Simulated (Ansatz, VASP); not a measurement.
Bi2TePd2: VASP beside Ansatz

```xyz
5
Lattice="4.3458 0.0000 0.0000 -2.1729 3.7636 0.0000 -2.1729 1.2545 7.8434" Properties=species:S:1:pos:R:3 pbc="T T T"
Bi    0.0000    2.5091    2.1348
Bi    0.0000    2.5091    5.7086
Pd   -2.1729    3.7636    4.3949
Pd    2.1729    1.2545    3.4485
Te    0.0000    0.0000    0.0000
```

Alike in both runs: functional PBE; k mesh 5 × 5 × 5; occupations methfessel-paxton of order 1, width 0.0135 eV; no spin polarisation.

Ansatz relaxed the structure, and its values are those at the end. VASP's run is a single point on that final structure, the one shown.

```csv
,VASP,Ansatz
version,VASP 6.6.1,Ansatz 0.2.0
potentials or method,"VASP PAW PBE potentials, release 64 (Bi_d, Pd, Te), cutoff 500 eV",PAW plane waves
valence electrons in the cell,56,82
```

```csv
,VASP,Ansatz,Ansatz less VASP
gap on the k mesh at the Fermi level (eV),none,none,-
pressure (GPa),0.0,0.0,+0.03
rms of the force components (eV/Å),0.007,0.000,-0.0064
```

A gap of «none» marks a metal or a gap that the smearing closes. The functional is the same, so the differences come from potentials, cutoffs and numerics. VASP's potentials hold 56 valence electrons a cell and Ansatz's 82, so a difference there can come from the potentials and not from the codes. Ansatz's warnings: structure snapped to symmetry.

Spin-orbit coupling is off throughout.
